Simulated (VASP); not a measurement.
## MnAs: single point with PBE

Crystal: MnAs.

```
As Mn
1.0
     3.71000    0.00000    0.00000
    -1.85500    3.21295    0.00000
     0.00000    0.00000    5.69100
As Mn
2 2
Direct
  0.66667 0.33333 0.75000
  0.33333 0.66667 0.25000
  0.00000 0.00000 0.50000
  0.00000 0.00000 0.00000
```

```
Program             : VASP 6.6.1
Task                : single point
Functional          : PBE
Potentials or basis : VASP PAW PBE potentials, release 64 (As, Mn_pv)
Cutoff              : 520 eV
k mesh              : 8 × 8 × 5
Occupations         : gaussian, width 0.019 eV
Spin                : collinear spin, ferromagnetic start
Starting moments    : [0.0, 0.0, 4.0, 4.0] μB
```

| Item | Value |
| --- | --- |
| Pressure | -3.2 GPa |
| Net moment | 6.30 μB per cell |
| Site moments | As -0.12; Mn +3.21 μB |
| Valence electrons inside the program's atomic spheres | As 2.79; Mn 11.57 |

Stress tensor (GPa, compression positive):
```
-2.25  0.00  0.00
 0.00 -2.25  0.00
 0.00  0.00 -5.23
```

Levels at points of the mesh, in eV from the Fermi level:
Spin up:
| k point | band 17 | band 18 | band 19 | band 20 | band 21 | band 22 | band 23 | band 24 | band 25 | band 26 |
| --- | --- | --- | --- | --- | --- | --- | --- | --- | --- | --- |
| (0.00, 0.00, 0.00) | -1.88 | -1.88 | -0.50 | 0.55 | 0.55 | 1.48 | 2.83 | 2.83 | 3.80 | 5.03 |
| (0.50, 0.00, 0.00) | -2.19 | -2.13 | -2.10 | -1.92 | -1.65 | -0.59 | 1.03 | 3.13 | 4.73 | 4.81 |
Spin down:
```
           k point  band 12  band 13  band 14  band 15  band 16  band 17  band 18  band 19
(0.00, 0.00, 0.00)    -1.16    -0.14    -0.14    -0.01    -0.01     0.50     0.50     1.26
(0.50, 0.00, 0.00)    -3.15    -2.72    -2.06    -1.33     0.63     0.73     0.76     0.82
```

Run time: 49 s on 1 thread of Intel(R) Xeon(R) 6975P-C (Granite Rapids), with other jobs on the host, peak memory 0.25 GiB.

Caveat: the cell stands under tension; only a ferromagnetic start was run, and an antiferromagnetic order may lie lower in energy.
